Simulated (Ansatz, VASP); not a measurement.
## Zn in VASP and in Ansatz

The input INCAR:

```
PREC = Accurate
ENCUT = 520
EDIFF = 1E-6
ISMEAR = -1
SIGMA = 0.1
LREAL = False
LASPH = True
NELM = 80
ALGO = Normal
ISIF = 2
LWAVE = False
LCHARG = False
GGA = RP
NBANDS = 12
```

File KPOINTS:

```
regular mesh
0
Gamma
  15 15 15
```

Contents of POSCAR:

```
Zn
1.0
    0.0000000000      1.9121298924      1.9121298924
    1.9121298924      0.0000000000      1.9121298924
    1.9121298924      1.9121298924      0.0000000000
Zn
1
Direct
    0.0000000000      0.0000000000      0.0000000000
```

Input for Ansatz:

```yaml
crystal:
  lattice:
    - [0.0, 1.9121298924, 1.9121298924]
    - [1.9121298924, 0.0, 1.9121298924]
    - [1.9121298924, 1.9121298924, 0.0]
  atoms:
    - { symbol: Zn, position: [0.0, 0.0, 0.0] }
hamiltonian:
  xc: rpbe
  pseudopotentials:
    kind: paw
    azcp:
      Zn: "pseudopotentials/Zn.paw.azcp"
basis:
  ecutwfc: 420
  fft_grid_basis: typed
kpoints:
  mp_grid: { grid: [15, 15, 15], shift: [0, 0, 0] }
magnetization:
  spin_polarized: false
scf:
  occupations: { method: fermi_dirac, width: 0.1 }
  lower_state_search: "off"
output:
  stress: true
```

Alike in both runs: task single point; functional RPBE; k mesh 15 × 15 × 15; occupations fermi-dirac, width 0.1 eV; no spin polarisation.

```csv
,VASP,Ansatz
version,VASP 6.6.1,Ansatz 0.2.0
potentials or method,"VASP PAW PBE potentials, release 64 (Zn), cutoff 520 eV","plane waves (420 eV) with PAW, scalar-relativistic"
valence electrons in the cell,12,12
```

|  | VASP | Ansatz | Ansatz less VASP |
| --- | --- | --- | --- |
| pressure (GPa) | 10.9 | 10.4 | -0.51 |

VASP's potentials were made for PBE, not for RPBE.
